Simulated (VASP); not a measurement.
A run of VASP 6.6.1:

The input INCAR:

```
PREC = Accurate ; ENCUT = 520
EDIFF = 1E-6 ; ISMEAR = 0
SIGMA = 0.1 ; LREAL = False
LASPH = True ; NELM = 60
ALGO = Normal ; ISIF = 2
LWAVE = False ; LCHARG = False
GGA = PE ; NBANDS = 13
```

KPOINTS

```
Automatic mesh
0
Gamma
  18 18 16
```

File POSCAR:

```
Mo
1.0
    2.6539648323      0.0000000000      0.0000000000
   -1.3269824161      2.2984009655      0.0000000000
    0.0000000000      0.0000000000      2.5556661843
Mo
1
Direct
    0.0000000000      0.0000000000      0.5000000000
```

Potentials or basis: VASP PAW PBE potentials, release 64 (Mo_sv).

Launch:

```bash
$ cat potpaw_PBE.64/Mo_sv/POTCAR > POTCAR
$ mpirun -np 1 vasp_std > vasp.out
```

Hardware: 1 thread of Intel Xeon 8259CL, with other jobs on the host.

Problem. Estimate the wall time of this run.

Solution. Run time: 67 s on 1 thread of Intel Xeon 8259CL, on a shared host, peak memory 0.17 GiB. Counts: scf iterations 11, k points 333.
